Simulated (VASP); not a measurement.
# BP (I-4m2) in VASP: further runs

The runs below take BP through single point, with r2SCAN.

Everything below comes from runs of VASP 6.6.1. Logs are shortened: lines on timing, memory, paths and dates and some standing lists are left out, and cuts for length are marked.

## 1. The cell of the first run

Symmetry: I-4m2, No. 119, tetragonal system. The conventional cell has a = 3.704 Å, b = 3.704 Å, c = 3.405 Å, α = 90.00°, β = 90.00°, γ = 90.00°. Within 2.7 Å of B (site symmetry -4m2) lie 4 P at 2.04 Å. Within 2.7 Å of P (site symmetry -4m2) lie 4 B at 2.04 Å.

## 2. Single point, r2SCAN

POSCAR reads:

```
BP
1.0
    0.0000000000      2.6193691626      1.7025899557
    2.6193691626      0.0000000000      1.7025899557
    2.6193691626      2.6193691626      0.0000000000
B P
1 1
Direct
    0.0000000000      0.0000000000      0.0000000000
    0.7500000000      0.7500000000      0.7500000000
```

INCAR.step1 reads:

```
SYSTEM = BP
ALGO = Normal
EDIFF = 1E-4
ENCUT = 520
GGA = PE
ISMEAR = 0
LASPH = .TRUE.
LCHARG = .FALSE.
LREAL = .FALSE.
LWAVE = .TRUE.
NBANDS = 11
NELM = 80
PREC = Accurate
SIGMA = 0.05
```

INCAR.step2 reads:

```
SYSTEM = BP
ALGO = Normal
EDIFF = 1E-6
ENCUT = 520
ISIF = 2
ISMEAR = 0
ISTART = 1
LASPH = .TRUE.
LCHARG = .FALSE.
LMIXTAU = .TRUE.
LREAL = .FALSE.
LWAVE = .FALSE.
METAGGA = R2SCAN
NBANDS = 11
NELM = 80
PREC = Accurate
SIGMA = 0.05
```

KPOINTS reads:

```
k-points
0
G
  8 8 8
  0 0 0
```

Potentials or basis: VASP PAW PBE potentials, release 64 (B, P).

The run is started by

```bash
$ cat potpaw_PBE.64/B/POTCAR potpaw_PBE.64/P/POTCAR > POTCAR
$ cp INCAR.step1 INCAR
$ mpirun -np 1 vasp_std > vasp.out
$ cp INCAR.step2 INCAR
$ mpirun -np 1 vasp_std > vasp.out
```

OUTCAR:

```text
SYSTEM = BP
   EDIFF = 1E-6
   ENCUT = 520
   ISIF = 2
   ISMEAR = 0
   ISTART = 1
   LASPH = .TRUE.
   LREAL = .FALSE.
   METAGGA = R2SCAN
   NELM = 80
   PREC = Accurate

 ion  position               nearest neighbor table
   1  0.000  0.000  0.000-   2 2.04   2 2.04   2 2.04   2 2.04
   2  0.750  0.750  0.750-   1 2.04   1 2.04   1 2.04   1 2.04

  LATTYP: Found a body centered tetragonal cell.
 ALAT       =     3.7043473946
 C/A-ratio  =     0.9192388155

  Lattice vectors:

 A1 = (   0.0000000000,  -2.6193691626,  -1.7025899557)
 A2 = (   0.0000000000,   2.6193691626,  -1.7025899557)
 A3 = (   2.6193691626,   0.0000000000,   1.7025899557)

Analysis of symmetry for initial positions (statically):
=====================================================================
 Subroutine PRICEL returns:
 Original cell was already a primitive cell.

 Routine SETGRP: Setting up the symmetry group for a
 body centered tetragonal supercell.

 Subroutine GETGRP returns: Found  8 space group operations
 (whereof  8 operations were pure point group operations)
 out of a pool of 16 trial point group operations.

The static configuration has the point symmetry D_2d.

Analysis of symmetry for dynamics (positions and initial velocities):
=====================================================================
 Subroutine PRICEL returns:
 Original cell was already a primitive cell.

 Routine SETGRP: Setting up the symmetry group for a
 body centered tetragonal supercell.

 Subroutine GETGRP returns: Found  8 space group operations
 (whereof  8 operations were pure point group operations)
 out of a pool of 16 trial point group operations.

The dynamic configuration has the point symmetry D_2d.

 Subroutine INISYM returns: Found  8 space group operations
 (whereof  8 operations are pure point group operations),
 and found     1 'primitive' translations

----------------------------------------------------------------------------------------

                                     Primitive cell

  volume of cell :      23.3633

  direct lattice vectors                    reciprocal lattice vectors
     0.000000000  2.619369163  1.702589956    -0.190885656  0.190885656  0.293670239
     2.619369163  0.000000000  1.702589956     0.190885656 -0.190885656  0.293670239
     2.619369163  2.619369163  0.000000000     0.190885656  0.190885656 -0.293670239

  length of vectors
     3.124085045  3.124085045  3.704347395     0.398894568  0.398894568  0.398894568

  position of ions in fractional coordinates (direct lattice)
     0.000000000  0.000000000  0.000000000
     0.750000000  0.750000000  0.750000000

  ion indices of the primitive-cell ions
   primitive index   ion index
                 1           1
                 2           2

----------------------------------------------------------------------------------------

 KPOINTS: k-points

Automatic generation of k-mesh.
 Grid dimensions read from file:
 generate k-points for:    8    8    8

 Generating k-lattice:

  Cartesian coordinates                     Fractional coordinates (reciprocal lattice)
    -0.023860707  0.023860707  0.036708780     0.125000000 -0.000000000  0.000000000
     0.023860707 -0.023860707  0.036708780    -0.000000000  0.125000000  0.000000000
     0.023860707  0.023860707 -0.036708780     0.000000000  0.000000000  0.125000000

  Length of vectors
     0.049861821  0.049861821  0.049861821

  Shift w.r.t. Gamma in fractional coordinates (k-lattice)
     0.000000000  0.000000000  0.000000000

 Subroutine IBZKPT returns following result:
 ===========================================

 Found     59 irreducible k-points:

 Following reciprocal coordinates:
            Coordinates               Weight
  0.000000  0.000000  0.000000      1.000000
  0.125000 -0.000000  0.000000      8.000000
  0.250000 -0.000000  0.000000      8.000000
  0.375000  0.000000  0.000000      8.000000
  0.500000 -0.000000  0.000000      4.000000
  0.125000  0.125000  0.000000      2.000000
[... 16 lines left out ...]
  0.250000 -0.000000  0.125000     16.000000
  0.375000 -0.000000  0.125000     16.000000
 [... further k-points ...]
   k-points           NKPTS =     59   k-points in BZ     NKDIM =     59   number of bands    NBANDS=     11
   number of dos      NEDOS =    301   number of ions     NIONS =      2
   total plane-waves  NPLWV =  16128
   dimension x,y,z NGX =    24 NGY =   24 NGZ =   28
   dimension x,y,z NGXF=    48 NGYF=   48 NGZF=   56
   ions per type =               1   1
   NGX,Y,Z   is equivalent  to a cutoff of  12.77, 12.77, 12.57 a.u.
   NGXF,Y,Z  is equivalent  to a cutoff of  25.54, 25.54, 25.13 a.u.
 SYSTEM =  BP
   PREC   = accura    normal or accurate (medium, high low for compatibility)
   ISTART =      1    job   : 0-new  1-cont  2-samecut
   ICHARG =      0    charge: 1-file 2-atom 10-const
   ISPIN  =      1    spin polarized calculation?
   LNONCOLLINEAR =      F non collinear calculations
   LSORBIT =      F    spin-orbit coupling
   LASPH  =      T    aspherical Exc in radial PAW
   ENCUT  =  520.0 eV  38.22 Ry    6.18 a.u.   5.81  5.81  6.89*2*pi/ulx,y,z
   NELM   =     80;   NELMIN=  2; NELMDL=  0     # of ELM steps
   EDIFF  = 0.1E-05   stopping-criterion for ELM
   LREAL  =      F    real-space projection
   EDIFFG = 0.1E-04   stopping-criterion for IOM
   NSW    =      0    number of steps for IOM
   IBRION =     -1    ionic relax: 0-MD 1-quasi-New 2-CG
   NFREE  =      0    steps in history (QN), initial steepest desc. (CG)
   ISIF   =      2    stress and relaxation
   ISYM   =      2    0-nonsym 1-usesym 2-fastsym
   POTIM  = 0.5000    time-step for ionic-motion
   TEBEG  =    0.0;   TEEND  =   0.0 temperature during run
   PSTRESS=    0.0 pullay stress
   NELECT =       8.0000    total number of electrons
   NUPDOWN=      -1.0000    fix difference up-down
   EMIN   =  10.00;   EMAX   =-10.00  energy-range for DOS
   EFERMI =   0.00;   METHOD = LEGACY
   ISMEAR =     0;   SIGMA  =   0.05  broadening in eV -4-tet -1-fermi 0-gaus
   EFERMI_NEDOS =   21; number of points for ismear=-14 and -15
   IALGO  =     38    algorithm
   IMIX   =      4    mixing-type and parameters
     AMIX     =   0.40;   BMIX     =  1.00
     AMIX_MAG =   1.60;   BMIX_MAG =  1.00
  volume/ion in A,a.u.               =      11.68        78.83
  Fermi-wavevector in a.u.,A,eV,Ry     =   1.145320  2.164342 17.847562  1.311759
  Thomas-Fermi vector in A             =   2.282009
   LORBIT       =      0    0 simple, 1 ext, 2 COOP (PROOUT), +10 PAW based schemes
   METAGGA = R2SCAN    functional components
   LHFCALC =     F    Hartree Fock is set to
   AEXX    =    0.0000 exact exchange contribution
   IVDW    =     0    specifies the selected vdW correction
   LEPSILON=     F    determine dielectric tensor
   LRPA    =     F    only Hartree local field effects (RPA)
 non-spin polarized calculation
 Gauss-broadening in eV      SIGMA  =   0.05
  energy-cutoff  :      520.00
  volume of cell :       23.36
 maximum number of plane-waves:       638
   NGX = 11   NGY = 11   NGZ = 13

 number of electron       7.9999999 magnetization

 Free energy of the ion-electron system (eV)
  ---------------------------------------------------
  ext. energy  EPLUGINS =         0.00000000
  ---------------------------------------------------
  free energy    TOTEN  =       -15.82718085 eV

  energy without entropy =      -15.82604681  energy(sigma->0) =      -15.82661383

 E-fermi :   7.6567     XC(G=0): -11.6856

 val. band max:        7.6509125649   @ k =   0.1250   0.1250   0.0000
 cond. band min:       7.6837612841   @ k =  -0.1250   0.0000   0.1250
 fundamental gap:      0.0328487192
 Fermi energy:         7.6567167677

 k-point     1 :       0.0000    0.0000    0.0000
  band No.  band energies     occupation
      1      -8.6666      2.00000
      2       6.5461      2.00000
      3       6.5461      2.00000
      4       9.9675      0.00000
      5      10.7923      0.00000
      6      13.4668      0.00000
      7      13.4875      0.00000
      8      13.4875      0.00000
      9      15.2713      0.00000
     10      19.6107      0.00000
     11      21.1545      0.00000

 k-point     2 :       0.1250   -0.0000    0.0000
  band No.  band energies     occupation
      1      -8.3378      2.00000
      2       5.5939      2.00000
      3       5.9911      2.00000
      4       8.9114      0.00000
      5      10.3367      0.00000
      6      13.1090      0.00000
      7      13.2786      0.00000
      8      14.8564      0.00000
      9      16.1183      0.00000
     10      19.4440      0.00000
     11      21.9047      0.00000

 k-point     3 :       0.2500   -0.0000    0.0000
  band No.  band energies     occupation
      1      -7.3704      2.00000
      2       3.0326      2.00000
      3       4.9841      2.00000
      4       7.7352      0.02647
      5       9.3115      0.00000
      6      12.0056      0.00000
      7      13.7175      0.00000
      8      17.1526      0.00000
      9      18.9081      0.00000
     10      20.0751      0.00000
     11      23.0290      0.00000

 k-point     4 :       0.3750    0.0000    0.0000
  band No.  band energies     occupation
      1      -5.8703      2.00000
      2       0.1231      2.00000
      3       4.2231      2.00000
      4       7.0717      2.00000
      5       8.5123      0.00000
      6      11.1351      0.00000
      7      14.6571      0.00000
      8      18.8885      0.00000
      9      20.9262      0.00000
     10      22.6047      0.00000
     11      22.7442      0.00000

 k-point     5 :       0.5000   -0.0000    0.0000
  band No.  band energies     occupation
      1      -4.6717      2.00000
      2      -1.5979      2.00000
      3       3.9514      2.00000
      4       6.8516      2.00000
      5       8.2292      0.00000
      6      10.8246      0.00000
      7      15.2774      0.00000
      8      18.9023      0.00000
      9      21.2044      0.00000
     10      23.8691      0.00000
     11      25.1841      0.00000
[... 211 lines left out ...]
 k-point    21 :       0.5000    0.5000    0.0000
  band No.  band energies     occupation
      1      -1.2900      2.00000
      2       0.9002      2.00000
      3       0.9002      2.00000
      4       1.3589      2.00000
      5       6.8469      2.00000
      6       7.0158      2.00000
      7      20.2691      0.00000
      8      20.2691      0.00000
      9      24.0221      0.00000
     10      25.6986      0.00000
     11      26.5745      0.00000

 k-point    22 :       0.1250    0.0000    0.1250
  band No.  band energies     occupation
      1      -8.3609      2.00000
      2       4.9723      2.00000
      3       6.3510      2.00000
      4       8.9227      0.00000
      5      11.1216      0.00000
      6      13.0987      0.00000
      7      14.1638      0.00000
      8      15.0424      0.00000
      9      15.7196      0.00000
     10      18.6105      0.00000
     11      21.4277      0.00000

 k-point    23 :       0.2500   -0.0000    0.1250
  band No.  band energies     occupation
      1      -7.7331      2.00000
      2       3.4485      2.00000
      3       5.3920      2.00000
      4       7.6215      1.68015
      5      10.7128      0.00000
      6      13.1975      0.00000
      7      14.8772      0.00000
      8      15.5533      0.00000
      9      17.2558      0.00000
     10      19.5709      0.00000
     11      21.6246      0.00000

 k-point    24 :       0.3750   -0.0000    0.1250
  band No.  band energies     occupation
      1      -6.4990      2.00000
      2       1.4209      2.00000
      3       3.7342      2.00000
      4       6.5883      2.00000
      5       9.8539      0.00000
      6      12.7924      0.00000
      7      15.5127      0.00000
      8      17.8222      0.00000
      9      18.8481      0.00000
     10      20.3077      0.00000
     11      22.6002      0.00000

 [... further k-points ...]
[... 5 lines left out ...]
  --------------------------------------------------------------------------------------
  -------------------------------------------------------------------------------------
  Total       -3.4725973     -3.4725973      4.0369841      0.0000000      0.0000000      0.0000000
  in kB     -238.1395474   -238.1395474    276.8433758      0.0000000      0.0000000      0.0000000
  external PRESSURE =     -66.4785730 kB  Pullay stress =       0.0000000 kB

 VOLUME and BASIS-vectors are now :
 -----------------------------------------------------------------------------
  energy-cutoff  :      520.00
  volume of cell :       23.36
      direct lattice vectors                 reciprocal lattice vectors
     0.000000000  2.619369163  1.702589956    -0.190885656  0.190885656  0.293670239
     2.619369163  0.000000000  1.702589956     0.190885656 -0.190885656  0.293670239
     2.619369163  2.619369163  0.000000000     0.190885656  0.190885656 -0.293670239

 POSITION                                       TOTAL-FORCE (eV/Angst)
 -----------------------------------------------------------------------------------
      0.00000      0.00000      0.00000        -0.000000     -0.000000     -0.000000
      3.92905      3.92905      2.55388         0.000000      0.000000      0.000000
 -----------------------------------------------------------------------------------
    total drift:                                0.000000      0.000000      0.000018

  FREE ENERGIE OF THE ION-ELECTRON SYSTEM (eV)
  ---------------------------------------------------
  free  energy   TOTEN  =       -15.8271808515 eV

  energy  without entropy=      -15.8260468057  energy(sigma->0) =      -15.82661383
```

It took 42 s on 1 thread of Intel Xeon Platinum 8259CL at 2.50GHz (Skylake/Cascade Lake), shared host; peak memory 0.15 GiB.

Results:

| Property | Result |
| --- | --- |
| Free energy | -15.8272 eV |
| Pressure | -6.6 GPa |
| Band gap on the k mesh | zero (band 4 reaches 9.97 eV, above the bottom of band 5 at 5.43 eV) |

Stress tensor (GPa, compression positive):
```
-23.81   0.00   0.00
  0.00 -23.81   0.00
  0.00   0.00  27.68
```

Levels at points of the mesh, in eV from the Fermi level:
```tsv
k point	band 1	band 2	band 3	band 4	band 5	band 6	band 7	band 8	band 9
(0.00, 0.00, 0.00)	-16.32	-1.11	-1.11	2.31	3.14	5.81	5.83	5.83	7.61
(0.50, 0.00, 0.00)	-12.33	-9.25	-3.71	-0.81	0.57	3.17	7.62	11.25	13.55
(0.50, 0.50, 0.00)	-8.95	-6.76	-6.76	-6.30	-0.81	-0.64	12.61	12.61	16.37
(0.50, 0.00, 0.50)	-12.37	-10.32	-2.08	-1.55	4.58	4.85	7.28	9.11	9.82
```

Caveat: the PAW data sets were made with another functional, which shifts forces and pressure a little.

## 3. Single point, r2SCAN

This run uses another cell than the first one, of the same volume but with other edges.

POSCAR reads:

```
BP
1.0
    0.0000000000      1.9821540745      2.9732311117
    1.9821540745      0.0000000000      2.9732311117
    1.9821540745      1.9821540745      0.0000000000
B P
1 1
Direct
    0.0000000000      0.0000000000      0.0000000000
    0.7500000000      0.7500000000      0.7500000000
```

INCAR.step1 reads:

```
SYSTEM = BP
ALGO = Normal ; EDIFF = 1E-4
ENCUT = 520 ; GGA = PE
ISMEAR = 0 ; LASPH = .True.
LCHARG = .False. ; LREAL = .False.
LWAVE = .True. ; NBANDS = 11
NELM = 60 ; PREC = Accurate
SIGMA = 0.05
```

INCAR.step2 reads:

```
SYSTEM = BP
ALGO = Normal ; EDIFF = 1E-6
ENCUT = 520 ; ISIF = 2
ISMEAR = 0 ; ISTART = 1
LASPH = .True. ; LCHARG = .True.
LELF = .True. ; LMIXTAU = .True.
LREAL = .False. ; LVHAR = .True.
LWAVE = .False. ; METAGGA = R2SCAN
NBANDS = 11 ; NELM = 60
PREC = Accurate ; SIGMA = 0.05
```

KPOINTS reads:

```
k-points
0
Gamma
  8 8 8
  0 0 0
```

Potentials or basis: VASP PAW PBE potentials, release 64 (B, P).

The run is started by

```bash
$ cat potpaw_PBE.64/B/POTCAR potpaw_PBE.64/P/POTCAR > POTCAR
$ cp INCAR.step1 INCAR
$ mpirun -np 1 vasp_std > vasp.out
$ cp INCAR.step2 INCAR
$ mpirun -np 1 vasp_std > vasp.out
```

It took 56 s on 1 thread of Intel Xeon Platinum 8259CL at 2.50GHz (Skylake/Cascade Lake), shared host; peak memory 0.15 GiB.

Results (log left out):

```
Free energy            : -14.7681 eV
Pressure               : -2.6 GPa
Band gap on the k mesh : zero (band 4 reaches 9.84 eV, above the bottom of band 5 at 7.84 eV)
```

Stress tensor (GPa, compression positive):
```
 28.73   0.00   0.00
  0.00  28.73   0.00
  0.00   0.00 -65.14
```

Levels at points of the mesh, in eV from the Fermi level:
| k point | band 1 | band 2 | band 3 | band 4 | band 5 | band 6 | band 7 | band 8 |
| --- | --- | --- | --- | --- | --- | --- | --- | --- |
| (0.00, 0.00, 0.00) | -17.16 | -4.75 | 1.19 | 1.51 | 1.51 | 3.19 | 3.19 | 4.74 |
| (0.50, 0.00, 0.00) | -13.29 | -10.14 | -5.36 | -1.42 | 1.12 | 6.55 | 8.06 | 8.79 |
| (0.50, 0.50, 0.00) | -14.49 | -11.91 | -1.46 | -1.46 | 4.00 | 5.65 | 10.38 | 10.98 |
| (0.50, 0.00, 0.50) | -10.10 | -8.46 | -6.26 | -5.28 | -0.31 | -0.13 | 6.01 | 8.84 |

Caveat: the PAW data sets were made with another functional, which shifts forces and pressure a little.

(Part 1 of 2 ends here.)
